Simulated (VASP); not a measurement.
Runs of VASP 6.6.1 on SiW4. The structure is that of space group Pm-3m (No. 221), or close to it. The cells are those of the table. 

```tsv
task	cell	k mesh	cutoff (eV)	gap on the mesh (eV)	pressure (GPa)	relaxed volume (Å³/atom)
relaxation of cell and atoms	relaxed from a = 4.625 Å, 5 atoms	4 × 4 × 4	600	none	-0.1	(a)
single point	a = 4.774 Å, 5 atoms	4 × 4 × 4	520	none	0.9	-
relaxation of cell and atoms	relaxed from a = 4.774 Å, 5 atoms	8 × 8 × 8	600	none	0.0	21.79
single point	a = 4.765 Å, 5 atoms	8 × 8 × 8	520	none	0.9	-
```

Alike in all rows: level PBE; potentials or basis VASP PAW PBE potentials, release 64 (Si, W_sv); no spin polarisation; smearing gaussian 0.1 eV.

**Question.** Fill in the values left out.

**Answer.** (a) 21.92.

Caveats: spin-orbit coupling is left out, which moves the levels of the heavy elements.

A k mesh can miss the band edges, and the runs leave out spin-orbit coupling on W.

A gap of «none» marks levels without a gap at the run's occupations.
